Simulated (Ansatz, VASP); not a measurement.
**One calculation of TiCo, two programs**

```
Co Ti
1.0
     2.98611    0.00000    0.00000
     0.00000    2.98611    0.00000
     0.00000    0.00000    2.98611
Co Ti
1 1
Cartesian
  1.4931 1.4931 1.4931
  0.0000 0.0000 0.0000
```

Alike in both runs: functional LDA; k mesh 9 × 9 × 9; occupations fermi-dirac, width 0.05 eV; collinear spin.

```csv
,VASP,Ansatz
version,VASP 6.6.1,Ansatz 0.2.0
potentials or method,"VASP PAW LDA potentials, release 64 (Co, Ti_sv)",Ansatz PAW
plane-wave cutoff (eV),520,420
valence electrons in the cell,21,29
task,single point,band structure
```

|  | VASP | Ansatz | Ansatz less VASP |
| --- | --- | --- | --- |
| gap on the k mesh at the Fermi level (eV) | none | none | - |
| pressure (GPa) | -15.2 | -14.7 | +0.53 |
| net moment per atom (μB) | 0.22 | 0.24 | +0.023 |
| size of the moment on the site where the two differ most (μB) | 0.46 | 0.53 | +0.069 |

LDA's correlation is that of Perdew and Zunger in VASP and of Perdew and Wang (1992) in Ansatz. Site moments also hang on the region over which each program counts them. A gap of «none» marks a metal or a gap that the smearing closes. VASP's potentials hold 21 valence electrons a cell and Ansatz's 29, so a difference there can come from the potentials and not from the codes.
